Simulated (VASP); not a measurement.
Here is a VASP 6.6.1 calculation.

File INCAR:

```
  PREC = Accurate
  ENCUT = 520
  EDIFF = 1E-6
  ISMEAR = 0
  SIGMA = 0.05
  LREAL = F
  LASPH = T
  NELM = 150
  ALGO = Fast
  ISIF = 2
  LWAVE = F
  LCHARG = F
  ISPIN = 2
  MAGMOM = 4.21 0
  LORBIT = 11
  LMAXMIX = 4
  GGA = PE
  NBANDS = 24
```

KPOINTS

```
regular mesh
0
Gamma
  10 10 10
```

Contents of POSCAR:

```
MnHg
1.0
    3.2880013014      0.0000000000      0.0000000000
    0.0000000000      3.2880013014      0.0000000000
    0.0000000000      0.0000000000      3.3130013113
Mn Hg
1 1
Direct
    0.5000000000      0.5000000000      0.5000000000
    0.0000000000      0.0000000000      0.0000000000
```

Potentials or basis: VASP PAW PBE potentials, release 64 (Mn_pv, Hg).

Launch:

```sh
$ cat potpaw_PBE.64/Mn_pv/POTCAR potpaw_PBE.64/Hg/POTCAR > POTCAR
$ mpirun -np 1 vasp_std > vasp.out
```

Q: What does it give for the pressure?

A: 2.1 GPa.

Q: What does it give for the net moment?

A: 3.85 μB per cell.

Stress tensor (GPa, compression positive):
```
2.03 0.00 0.00
0.00 2.03 0.00
0.00 0.00 2.15
```
